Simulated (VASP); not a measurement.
**Os: single point with PBEsol**

Crystal: Os.

```
Os
1.0
     2.73410    0.00000    0.00000
    -1.36705    2.36780    0.00000
     0.00000    0.00000    4.31970
Os
2
Direct
  0.08857 0.48749 0.11110
  0.66667 0.33333 0.75000
```

This cell differs from its parent crystal: atom 1 (Os) moved by (-0.600, -0.600) A along [1 1 0] and z.

| Quantity | Value |
| --- | --- |
| Program | VASP 6.6.1 |
| Task | single point |
| Functional | PBEsol |
| Potentials or basis | VASP PAW PBE potentials, release 64 (Os) |
| Cutoff | 520 eV |
| k mesh | 18 × 18 × 12 |
| Occupations | gaussian, width 0.15 eV |
| Spin | no spin polarisation |

```
Pressure               : 136.0 GPa
Largest force          : 27.302 eV/Å
Band gap on the k mesh : zero (bands 8 and 9 overlap by 3.21 eV)
```

Forces on the atoms (eV/Å):
```
Os   10.043   5.165  24.857
Os  -10.043  -5.165 -24.857
```

Stress tensor (GPa, compression positive):
```
150.42  41.21  87.15
 41.21  46.68  42.18
 87.15  42.18 210.84
```

Levels at points of the mesh, in eV from the Fermi level:
| k point | band 6 | band 7 | band 8 | band 9 | band 10 | band 11 |
| --- | --- | --- | --- | --- | --- | --- |
| (0.00, 0.00, 0.00) | -4.13 | -2.96 | -1.07 | -0.13 | 1.92 | 2.31 |
| (0.50, 0.00, 0.00) | -3.65 | -2.28 | -0.04 | 1.62 | 1.93 | 3.08 |
| (0.00, 0.50, 0.00) | -2.01 | -0.14 | 0.15 | 1.41 | 1.87 | 4.11 |
| (0.50, 0.50, 0.00) | -2.92 | -0.22 | -0.21 | 0.74 | 1.38 | 3.96 |
| (0.00, 0.00, 0.50) | -5.26 | -3.74 | -2.82 | 0.68 | 1.47 | 2.28 |
| (0.50, 0.00, 0.50) | -0.39 | -0.09 | 0.42 | 0.54 | 1.05 | 2.83 |
| (0.00, 0.50, 0.50) | -1.98 | -0.08 | 1.22 | 1.61 | 2.18 | 3.35 |
| (0.50, 0.50, 0.50) | -1.47 | 0.05 | 0.63 | 0.69 | 1.68 | 3.70 |

Wall time 4.5 min on 1 thread of Intel(R) Xeon(R) 6975P-C (Granite Rapids), with other jobs on the host, peak memory 0.75 GiB.

Caveat: the cell differs from its parent crystal (atom 1 (Os) moved by (-0.600, -0.600) A along [1 1 0] and z); atoms lie so close that the PAW spheres overlap strongly, which falsifies energies and pressures; the stress differs along the axes, from 47 to 211 GPa; the PAW data sets were made with another functional, which shifts forces and pressure a little; spin-orbit coupling is left out, which moves the levels of the heavy elements.
